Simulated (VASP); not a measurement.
Wanted: the native input for a VASP 6.6.1 run.

- Task: single point
- Functional: LDA
- Potentials or basis: VASP PAW LDA potentials, release 64 (Ti_sv, P)
- Cutoff: 500 eV
- k mesh: 7 × 7 × 7
- Occupations: methfessel-paxton, width 0.1 eV
- Spin: no spin polarisation
- Dipole correction: no
- Further INCAR settings: ALGO = Normal; EDIFF = 1e-06; NBANDS = 16

The structure of TiP lies in POSCAR:

```
TiP
1.0
    0.0000000000      2.7753000000      2.7753000000
    2.7753000000      0.0000000000      2.7753000000
    2.7753000000      2.7753000000      0.0000000000
Ti P
1 1
Direct
    0.5000000000      0.5000000000      0.5000000000
    0.2500000000      0.2500000000      0.2500000000
```

The input as run:

INCAR

```
PREC = Accurate
ENCUT = 500
EDIFF = 1E-6
ISMEAR = 1
SIGMA = 0.1
LREAL = F
LASPH = T
NELM = 120
ALGO = Normal
ISIF = 2
LWAVE = F
LCHARG = F
NBANDS = 16
GGA_COMPAT = F
```

KPOINTS

```
Automatic mesh
0
Gamma
  7 7 7
```

Potentials or basis: VASP PAW LDA potentials, release 64 (Ti_sv, P).

Run with:

```sh
$ cat potpaw_LDA.64/Ti_sv/POTCAR potpaw_LDA.64/P/POTCAR > POTCAR
$ mpirun -np 1 vasp_std > vasp.out
```

It gave:

| Quantity | Value |
| --- | --- |
| Pressure | -5.0 GPa |

Run time: 34 s on 1 thread of AMD EPYC 7R13, with other jobs on the host, peak memory 0.12 GiB.
